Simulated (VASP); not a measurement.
Here is a VASP 6.6.1 calculation.

Contents of POSCAR:

```
Os
1.0
    4.2378641721      0.0000000000      0.0000000000
   -2.1189320860      3.6700980308      0.0000000000
    0.0000000000      0.0000000000      2.6678865509
Os
3
Direct
    1.0000000000      1.0000000000      1.0000000000
    0.3333333333      0.6666666667      0.5000000000
    0.6666666667      0.3333333333      0.5000000000
```

File INCAR.step1:

```
PREC     = Accurate       # precision mode
ENCUT    = 520            # plane-wave cutoff, eV
ISMEAR   = -1             # smearing method
SIGMA    = 0.1            # smearing width, eV
LREAL    = F              # projectors in reciprocal space
LASPH    = T              # aspherical terms in the spheres
NELM     = 100            # most SCF steps
NBANDS   = 19             # bands
GGA      = PE             # functional
ALGO     = Normal         # electronic algorithm
EDIFF    = 1E-4           # SCF threshold, eV
LWAVE    = T              # write WAVECAR
LCHARG   = F              # write CHGCAR
```

Contents of INCAR.step2:

```
PREC     = Accurate       # precision mode
ENCUT    = 520            # plane-wave cutoff, eV
EDIFF    = 1E-7           # SCF threshold, eV
ISMEAR   = -1             # smearing method
SIGMA    = 0.1            # smearing width, eV
LREAL    = F              # projectors in reciprocal space
LASPH    = T              # aspherical terms in the spheres
NELM     = 100            # most SCF steps
ALGO     = Normal         # electronic algorithm
ISIF     = 2              # what is computed and relaxed
LWAVE    = F              # write WAVECAR
LCHARG   = F              # write CHGCAR
METAGGA  = R2SCAN         # meta-GGA
LMIXTAU  = T            
NBANDS   = 19             # bands
ISTART   = 1
```

Contents of KPOINTS:

```
regular mesh
0
Gamma
  10 10 13
```

Potentials or basis: VASP PAW PBE potentials, release 64 (Os).

The run is started by

```sh
$ cat potpaw_PBE.64/Os/POTCAR > POTCAR
$ cp INCAR.step1 INCAR
$ mpirun -np 1 vasp_std > vasp.out
$ cp INCAR.step2 INCAR
$ mpirun -np 1 vasp_std > vasp.out
```

Question: Predict the pressure.

Answer: 19.2 GPa.

Question: Predict the band gap on the k mesh.

Answer: Zero (bands 12 and 13 overlap by 2.86 eV).

Stress tensor (GPa, compression positive):
```
19.68  0.00  0.00
 0.00 19.68  0.00
 0.00  0.00 18.10
```

Caveat: the cell stands under pressure; the PAW data sets were made with another functional, which shifts forces and pressure a little; spin-orbit coupling is left out, which moves the levels of the heavy elements.
